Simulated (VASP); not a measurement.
Au: single point with PBE

Crystal: Au.

```
Au
1.0
    -1.65727    1.65727    1.65727
     1.65727   -1.65727    1.65727
     1.65727    1.65727   -1.65727
Au
1
Direct
  0.00000 0.00000 0.00000
```

```yaml
Program: VASP 6.6.1
Task: single point
Functional: PBE
Potentials_or_basis: VASP PAW PBE potentials, release 64 (Au)
Cutoff: 500 eV
k_mesh: 11 × 11 × 11
Occupations: gaussian, width 0.014 eV
Spin: no spin polarisation
Dipole_correction: no
Further_INCAR_settings: ALGO = Normal; EDIFF = 1e-06; NBANDS = 12
```

- Pressure: -1.1 GPa

Levels at points of the mesh, in eV from the Fermi level:
| k point | band 2 | band 3 | band 4 | band 5 | band 6 | band 7 | band 8 | band 9 | band 10 | band 11 |
| --- | --- | --- | --- | --- | --- | --- | --- | --- | --- | --- |
| (0.00, 0.00, 0.00) | -4.40 | -4.40 | -4.40 | -2.66 | -2.66 | 16.61 | 16.61 | 16.61 | 23.27 | 23.27 |

It took 11 s on 1 thread of Intel(R) Xeon(R) Platinum 8375C CPU @ 2.90GHz (Ice Lake), on a shared host, peak memory 0.14 GiB.

Caveat: spin-orbit coupling is left out, which moves the levels of the heavy elements.
